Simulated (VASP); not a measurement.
# Ta (Pm-3m) in VASP: a series of runs

Runs on Ta. Level: PBEsol. Tasks: single point.

Program: VASP 6.6.1. These are calculated values, not measurements. Logs are shortened: lines on timing, memory, paths and dates and some standing lists are left out, and cuts for length are marked.

## (1) The cell of the first run

The structure is cubic, space group Pm-3m (No. 221). Conventional cell: a = 1.995 Å, b = 1.995 Å, c = 1.995 Å, α = 90.00°, β = 90.00°, γ = 90.00°. Ta (site symmetry m-3m) has 6 Ta at 2.00 Å within 2.6 Å.

## (2) Single point, PBEsol (volume scaled by 0.4)

File INCAR:

```
PREC     = Accurate       # precision mode
ENCUT    = 520            # plane-wave cutoff, eV
EDIFF    = 1E-6           # SCF threshold, eV
ISMEAR   = -1             # smearing method
SIGMA    = 0.05           # smearing width, eV
LREAL    = F              # projectors in reciprocal space
LASPH    = T              # aspherical terms in the spheres
NELM     = 60             # most SCF steps
ALGO     = Normal         # electronic algorithm
ISIF     = 2              # what is computed and relaxed
LWAVE    = F              # write WAVECAR
LCHARG   = F              # write CHGCAR
GGA      = PS             # functional
NBANDS   = 12             # bands
```

File KPOINTS:

```
regular mesh
0
Gamma
  14 14 14
```

File POSCAR:

```
Ta
1.0
    1.9953461668      0.0000000000      0.0000000000
    0.0000000000      1.9953461668      0.0000000000
    0.0000000000      0.0000000000      1.9953461668
Ta
1
Direct
    0.0000000000      0.0000000000      0.0000000000
```

Potentials or basis: VASP PAW PBE potentials, release 64 (Ta_pv).

On the command line:

```
$ cat potpaw_PBE.64/Ta_pv/POTCAR > POTCAR
$ mpirun -np 1 vasp_std > vasp.out
```

OUTCAR:

```text
PREC = Accurate
   ENCUT = 520
   EDIFF = 1E-6
   ISMEAR = -1
   LREAL = F
   LASPH = T
   NELM = 60
   ISIF = 2
   GGA = PS

 ion  position               nearest neighbor table
   1  0.000  0.000  0.000-

  LATTYP: Found a simple cubic cell.
 ALAT       =     1.9953461668

  Lattice vectors:

 A1 = (   1.9953461668,   0.0000000000,   0.0000000000)
 A2 = (   0.0000000000,   1.9953461668,   0.0000000000)
 A3 = (   0.0000000000,   0.0000000000,   1.9953461668)

Analysis of symmetry for initial positions (statically):
=====================================================================
 Subroutine PRICEL returns:
 Original cell was already a primitive cell.

 Routine SETGRP: Setting up the symmetry group for a
 simple cubic supercell.

 Subroutine GETGRP returns: Found 48 space group operations
 (whereof 48 operations were pure point group operations)
 out of a pool of 48 trial point group operations.

The static configuration has the point symmetry O_h .

Analysis of symmetry for dynamics (positions and initial velocities):
=====================================================================
 Subroutine PRICEL returns:
 Original cell was already a primitive cell.

 Routine SETGRP: Setting up the symmetry group for a
 simple cubic supercell.

 Subroutine GETGRP returns: Found 48 space group operations
 (whereof 48 operations were pure point group operations)
 out of a pool of 48 trial point group operations.

The dynamic configuration has the point symmetry O_h .

 Subroutine INISYM returns: Found 48 space group operations
 (whereof 48 operations are pure point group operations),
 and found     1 'primitive' translations

----------------------------------------------------------------------------------------

                                     Primitive cell

  volume of cell :       7.9443

  direct lattice vectors                    reciprocal lattice vectors
     1.995346167  0.000000000  0.000000000     0.501166172  0.000000000  0.000000000
     0.000000000  1.995346167  0.000000000     0.000000000  0.501166172  0.000000000
     0.000000000  0.000000000  1.995346167     0.000000000  0.000000000  0.501166172

  length of vectors
     1.995346167  1.995346167  1.995346167     0.501166172  0.501166172  0.501166172

[... 77 lines left out ...]
   NELM   =     60;   NELMIN=  2; NELMDL= -5     # of ELM steps
   EDIFF  = 0.1E-05   stopping-criterion for ELM
   LREAL  =      F    real-space projection
   EDIFFG = 0.1E-04   stopping-criterion for IOM
   NSW    =      0    number of steps for IOM
   IBRION =     -1    ionic relax: 0-MD 1-quasi-New 2-CG
   NFREE  =      0    steps in history (QN), initial steepest desc. (CG)
   ISIF   =      2    stress and relaxation
   ISYM   =      2    0-nonsym 1-usesym 2-fastsym
   POTIM  = 0.5000    time-step for ionic-motion
   TEBEG  =    0.0;   TEEND  =   0.0 temperature during run
   PSTRESS=    0.0 pullay stress
   NELECT =      11.0000    total number of electrons
   NUPDOWN=      -1.0000    fix difference up-down
   EMIN   =  10.00;   EMAX   =-10.00  energy-range for DOS
   EFERMI =   0.00;   METHOD = LEGACY
   ISMEAR =    -1;   SIGMA  =   0.05  broadening in eV -4-tet -1-fermi 0-gaus
   EFERMI_NEDOS =   21; number of points for ismear=-14 and -15
   IALGO  =     38    algorithm
   IMIX   =      4    mixing-type and parameters
     AMIX     =   0.40;   BMIX     =  1.00
     AMIX_MAG =   1.60;   BMIX_MAG =  1.00
  volume/ion in A,a.u.               =       7.94        53.61
  Fermi-wavevector in a.u.,A,eV,Ry     =   1.824683  3.448151 45.300173  3.329469
  Thomas-Fermi vector in A             =   2.880366
   LORBIT       =      0    0 simple, 1 ext, 2 COOP (PROOUT), +10 PAW based schemes
   GGA     = PS    functional components
   LHFCALC =     F    Hartree Fock is set to
   AEXX    =    0.0000 exact exchange contribution
   IVDW    =     0    specifies the selected vdW correction
   LEPSILON=     F    determine dielectric tensor
   LRPA    =     F    only Hartree local field effects (RPA)
 non-spin polarized calculation
  energy-cutoff  :      520.00
  volume of cell :        7.94
 maximum number of plane-waves:       228
 NGX is ok and might be reduce to    16
   NGX =  7   NGY =  7   NGZ =  7

 number of electron      10.9999996 magnetization

 Free energy of the ion-electron system (eV)
  ---------------------------------------------------
  ext. energy  EPLUGINS =         0.00000000
  ---------------------------------------------------
  free energy    TOTEN  =         4.35917401 eV

  energy without entropy =        4.36300277  energy(sigma->0) =        4.36108839

 E-fermi :  15.4290     XC(G=0): -17.4105

 val. band max:       15.4173310208   @ k =   0.2857   0.1429   0.0714
 cond. band min:      15.5576061910   @ k =   0.3571   0.2143   0.1429
 fundamental gap:      0.1402751702
 Fermi energy:        15.4290159965

 k-point     1 :       0.0000    0.0000    0.0000
  band No.  band energies     occupation
      1     -15.9604      2.00000
      2     -15.9604      2.00000
      3     -15.9604      2.00000
      4       5.1411      2.00000
      5       5.1411      2.00000
      6       6.0172      2.00000
      7      30.9077      0.00000
      8      31.3082      0.00000
      9      31.3082      0.00000
     10      31.3082      0.00000
     11      43.5376      0.00000
     12      43.5376      0.00000
[... 331 lines left out ...]
 k-point    24 :       0.3571    0.2143    0.0000
  band No.  band energies     occupation
      1     -25.5293      2.00000
      2     -20.2823      2.00000
      3     -14.2080      2.00000
      4       8.5227      2.00000
      5       9.9231      2.00000
      6      18.4842      0.00000
      7      20.3771      0.00000
      8      24.8511      0.00000
      9      26.4212      0.00000
     10      30.1744      0.00000
     11      36.6486      0.00000
     12      43.1656      0.00000

 [... further k-points ...]
[... 5 lines left out ...]
  --------------------------------------------------------------------------------------
  -------------------------------------------------------------------------------------
  Total       47.4624267     47.4624267     47.4624267      0.0000000      0.0000000      0.0000000
  in kB     9572.0678479   9572.0678479   9572.0678479      0.0000000      0.0000000      0.0000000
  external PRESSURE =    9572.0678479 kB  Pullay stress =       0.0000000 kB

 VOLUME and BASIS-vectors are now :
 -----------------------------------------------------------------------------
  energy-cutoff  :      520.00
  volume of cell :        7.94
      direct lattice vectors                 reciprocal lattice vectors
     1.995346167  0.000000000  0.000000000     0.501166172  0.000000000  0.000000000
     0.000000000  1.995346167  0.000000000     0.000000000  0.501166172  0.000000000
     0.000000000  0.000000000  1.995346167     0.000000000  0.000000000  0.501166172

 POSITION                                       TOTAL-FORCE (eV/Angst)
 -----------------------------------------------------------------------------------
      0.00000      0.00000      0.00000         0.000000      0.000000      0.000000
 -----------------------------------------------------------------------------------
    total drift:                               -0.000000     -0.000000      0.000000

  FREE ENERGIE OF THE ION-ELECTRON SYSTEM (eV)
  ---------------------------------------------------
  free  energy   TOTEN  =         4.3591740085 eV

  energy  without entropy=        4.3630027658  energy(sigma->0) =        4.36108839
```

stdout:

```text
POSCAR found type information on POSCAR Ta
 POSCAR found :  1 types and       1 ions
 scaLAPACK will be used
 -----------------------------------------------------------------------------
|                                                                             |
|                                                                             |
|     You enforced a specific xc type in the INCAR file but a different       |
|     I HOPE YOU KNOW WHAT YOU ARE DOING!                                     |
|                                                                             |
 -----------------------------------------------------------------------------

 LDA part: xc-table for (Slater+PW92), standard interpolation
 POSCAR, INCAR and KPOINTS ok, starting setup
 FFT: planning ... GRIDC
 FFT: planning ... GRID_SOFT
 FFT: planning ... GRID
 WAVECAR not read
 entering main loop
```

It took 4.4 s on 1 thread of Intel Xeon 6975P-C, shared host; peak memory 0.12 GiB.

The run converged, but its numbers aren't listed here, since they failed a check.

Caveat: the PAW data sets were made with another functional, which shifts forces and pressure a little; spin-orbit coupling is left out, which moves the levels of the heavy elements.

## (3) Single point, PBEsol (volume scaled by 0.4)

File INCAR:

```
SYSTEM = Ta
PREC = Accurate
ENCUT = 520
EDIFF = 1E-7
ISMEAR = -1
SIGMA = 0.05
LREAL = .FALSE.
LASPH = .TRUE.
NELM = 80
ALGO = Normal
ISIF = 2
LWAVE = .FALSE.
LCHARG = .FALSE.
GGA = PS
NBANDS = 12
```

File KPOINTS:

```
Automatic mesh
0
G
  14 14 14
  0 0 0
```

POSCAR is that of step 2.

Potentials or basis: VASP PAW PBE potentials, release 64 (Ta_pv).

On the command line:

```
$ cat potpaw_PBE.64/Ta_pv/POTCAR > POTCAR
$ mpirun -np 1 vasp_std > vasp.out
```

It took 5.4 s on 1 thread of Intel Xeon 6975P-C, shared host; peak memory 0.12 GiB.

The run converged, but its numbers aren't listed here, since they failed a check.

Caveat: the PAW data sets were made with another functional, which shifts forces and pressure a little; spin-orbit coupling is left out, which moves the levels of the heavy elements.

## (4) Single point, PBEsol (volume scaled by 0.5)

File INCAR:

```
  PREC = Accurate
  ENCUT = 520
  EDIFF = 1E-7
  ISMEAR = -1
  SIGMA = 0.05
  LREAL = False
  LASPH = True
  NELM = 80
  ALGO = Normal
  ISIF = 2
  LWAVE = False
  LCHARG = True
  GGA = PS
  LELF = True
  LVHAR = True
  NBANDS = 12
```

File KPOINTS:

```
Automatic mesh
0
Gamma
  14 14 14
```

File POSCAR:

```
Ta
1.0
    2.1494215002      0.0000000000      0.0000000000
    0.0000000000      2.1494215002      0.0000000000
    0.0000000000      0.0000000000      2.1494215002
Ta
1
Direct
    0.0000000000      0.0000000000      0.0000000000
```

Potentials or basis: VASP PAW PBE potentials, release 64 (Ta_pv).

On the command line:

```
$ cat potpaw_PBE.64/Ta_pv/POTCAR > POTCAR
$ mpirun -np 1 vasp_std > vasp.out
```

OUTCAR:

```text
PREC = Accurate
   ENCUT = 520
   EDIFF = 1E-7
   ISMEAR = -1
   LREAL = False
   LASPH = True
   NELM = 80
   ISIF = 2
   GGA = PS

 ion  position               nearest neighbor table
   1  0.000  0.000  0.000-

  LATTYP: Found a simple cubic cell.
 ALAT       =     2.1494215002

  Lattice vectors:

 A1 = (   2.1494215002,   0.0000000000,   0.0000000000)
 A2 = (   0.0000000000,   2.1494215002,   0.0000000000)
[... 528 lines left out ...]
      1     -25.7308      2.00000
      2     -22.2962      2.00000
      3     -18.5747      2.00000
      4       6.5162      2.00000
      5       7.7146      2.00000
      6      13.5600      0.00000
      7      16.7073      0.00000
      8      19.0553      0.00000
      9      21.2667      0.00000
     10      27.0886      0.00000
     11      30.1480      0.00000
     12      35.9219      0.00000

 [... further k-points ...]
[... 5 lines left out ...]
  --------------------------------------------------------------------------------------
  -------------------------------------------------------------------------------------
  Total       27.5523637     27.5523637     27.5523637      0.0000000     -0.0000000      0.0000000
  in kB     4445.3368889   4445.3368889   4445.3368889      0.0000000     -0.0000000      0.0000000
  external PRESSURE =    4445.3368889 kB  Pullay stress =       0.0000000 kB

 VOLUME and BASIS-vectors are now :
 -----------------------------------------------------------------------------
  energy-cutoff  :      520.00
  volume of cell :        9.93
      direct lattice vectors                 reciprocal lattice vectors
     2.149421500  0.000000000  0.000000000     0.465241461  0.000000000  0.000000000
     0.000000000  2.149421500  0.000000000     0.000000000  0.465241461  0.000000000
     0.000000000  0.000000000  2.149421500     0.000000000  0.000000000  0.465241461

 POSITION                                       TOTAL-FORCE (eV/Angst)
 -----------------------------------------------------------------------------------
      0.00000      0.00000      0.00000         0.000000      0.000000      0.000000
 -----------------------------------------------------------------------------------
    total drift:                                0.000000      0.000000      0.000000

  FREE ENERGIE OF THE ION-ELECTRON SYSTEM (eV)
  ---------------------------------------------------
  free  energy   TOTEN  =        -3.8525573342 eV

  energy  without entropy=       -3.8454872958  energy(sigma->0) =       -3.84902231
```

OSZICAR:

```text
N       E                     dE             d eps       ncg     rms          rms(c)
DAV:   1     0.690466049113E+02    0.69047E+02   -0.62826E+03  2912   0.979E+02
DAV:   2    -0.339166777925E+01   -0.72438E+02   -0.69850E+02  3132   0.271E+02
DAV:   3    -0.421196576713E+01   -0.82030E+00   -0.81789E+00  3148   0.264E+01
DAV:   4    -0.421270845765E+01   -0.74269E-03   -0.74268E-03  3100   0.869E-01
DAV:   5    -0.421270914950E+01   -0.69185E-06   -0.69186E-06  3156   0.254E-02    0.419E+01
DAV:   6    -0.397500559316E+01    0.23770E+00   -0.26257E-02  2880   0.153E+00    0.245E+01
DAV:   7    -0.385248365906E+01    0.12252E+00   -0.47041E-02  2912   0.193E+00    0.226E-01
DAV:   8    -0.385252277932E+01   -0.39120E-04   -0.98200E-04  2976   0.342E-01    0.825E-02
DAV:   9    -0.385255712592E+01   -0.34347E-04   -0.27882E-05  3232   0.526E-02    0.269E-02
DAV:  10    -0.385255723444E+01   -0.10853E-06   -0.17290E-06  2988   0.168E-02    0.638E-03
DAV:  11    -0.385255733415E+01   -0.99708E-07   -0.19144E-08  1848   0.159E-03
   1 F= -.38525573E+01 E0= -.38490223E+01  d E =-.707004E-02
```

Wall time 6 s (1 thread of Intel Xeon 6975P-C, shared host); peak memory 0.12 GiB.

What came out:

```
Free energy : -3.8526 eV
Pressure    : 444.5 GPa
```

Levels at points of the mesh, in eV from the Fermi level:
```
           k point  band 3  band 4  band 5  band 6  band 7  band 8  band 9  band 10
(0.00, 0.00, 0.00)  -31.54   -9.48   -7.53   -7.53   13.02   13.02   13.02    15.34
(0.50, 0.00, 0.00)  -30.63   -5.17   -4.40    2.24    2.71    2.71   14.37    15.22
(0.50, 0.50, 0.00)  -29.80  -11.62   -1.98    4.97    4.97   11.71   11.71    15.08
(0.50, 0.50, 0.50)  -36.63   -8.02   -8.02   -8.02    5.60   14.92   21.11    21.11
```

Caveat: the PAW data sets were made with another functional, which shifts forces and pressure a little; spin-orbit coupling is left out, which moves the levels of the heavy elements.

## (5) Single point, PBEsol (volume scaled by 0.5)

File INCAR:

```
SYSTEM = Ta
  PREC = Accurate
  ENCUT = 520
  EDIFF = 1E-7
  ISMEAR = -1
  SIGMA = 0.05
  LREAL = .FALSE.
  LASPH = .TRUE.
  NELM = 60
  ALGO = Normal
  ISIF = 2
  LWAVE = .FALSE.
  LCHARG = .FALSE.
  GGA = PS
  NBANDS = 12
```

File KPOINTS:

```
regular mesh
0
G
  14 14 14
  0 0 0
```

POSCAR is that of step 4.

On the command line:

```
$ cat potpaw_PBE.64/Ta_pv/POTCAR > POTCAR
$ mpirun -np 1 vasp_std > vasp.out
```

It took 4.6 s on 1 thread of Intel Xeon 6975P-C, shared host; peak memory 0.12 GiB.

The run converged. Its results:

| Quantity | Value |
| --- | --- |
| Free energy | -3.8526 eV |
| Pressure | 444.5 GPa |

Levels at points of the mesh, in eV from the Fermi level:
```
           k point  band 4  band 5  band 6  band 7  band 8  band 9
(0.00, 0.00, 0.00)   -9.48   -7.53   -7.53   13.02   13.02   13.02
(0.50, 0.00, 0.00)   -5.17   -4.40    2.24    2.71    2.71   14.37
(0.50, 0.50, 0.00)  -11.62   -1.98    4.97    4.97   11.71   11.71
(0.50, 0.50, 0.50)   -8.02   -8.02   -8.02    5.60   14.92   21.11
```

Caveat: the PAW data sets were made with another functional, which shifts forces and pressure a little; spin-orbit coupling is left out, which moves the levels of the heavy elements.

## (6) Single point, PBEsol (volume scaled by 0.6)

File INCAR:

```
PREC = Accurate ; ENCUT = 520
EDIFF = 1E-6 ; ISMEAR = -1
SIGMA = 0.05 ; LREAL = F
LASPH = T ; NELM = 100
ALGO = Normal ; ISIF = 2
LWAVE = F ; LCHARG = F
GGA = PS ; NBANDS = 12
```

File KPOINTS:

```
regular mesh
0
Gamma
  14 14 14
```

File POSCAR:

```
Ta
1.0
    2.2841011760      0.0000000000      0.0000000000
    0.0000000000      2.2841011760      0.0000000000
    0.0000000000      0.0000000000      2.2841011760
Ta
1
Direct
    0.0000000000      0.0000000000      0.0000000000
```

Potentials or basis: VASP PAW PBE potentials, release 64 (Ta_pv).

On the command line:

```
$ cat potpaw_PBE.64/Ta_pv/POTCAR > POTCAR
$ mpirun -np 1 vasp_std > vasp.out
```

Run time: 8.2 s. Hardware: 1 thread of Intel Xeon 6975P-C, shared host; peak memory 0.13 GiB.

It converged, with:

| Item | Value |
| --- | --- |
| Free energy | -7.8184 eV |
| Pressure | 223.2 GPa |

Levels at points of the mesh, in eV from the Fermi level:
| k point | band 3 | band 4 | band 5 | band 6 | band 7 | band 8 | band 9 | band 10 |
| --- | --- | --- | --- | --- | --- | --- | --- | --- |
| (0.00, 0.00, 0.00) | -31.96 | -9.24 | -5.87 | -5.87 | 10.87 | 10.87 | 10.87 | 15.21 |
| (0.50, 0.00, 0.00) | -31.40 | -4.51 | -3.98 | 1.33 | 2.76 | 2.76 | 11.87 | 15.18 |
| (0.50, 0.50, 0.00) | -30.88 | -9.07 | -1.93 | 4.52 | 4.52 | 9.58 | 9.58 | 15.16 |
| (0.50, 0.50, 0.50) | -35.45 | -6.08 | -6.08 | -6.08 | 6.40 | 15.14 | 17.12 | 17.12 |

Caveat: the PAW data sets were made with another functional, which shifts forces and pressure a little; spin-orbit coupling is left out, which moves the levels of the heavy elements.
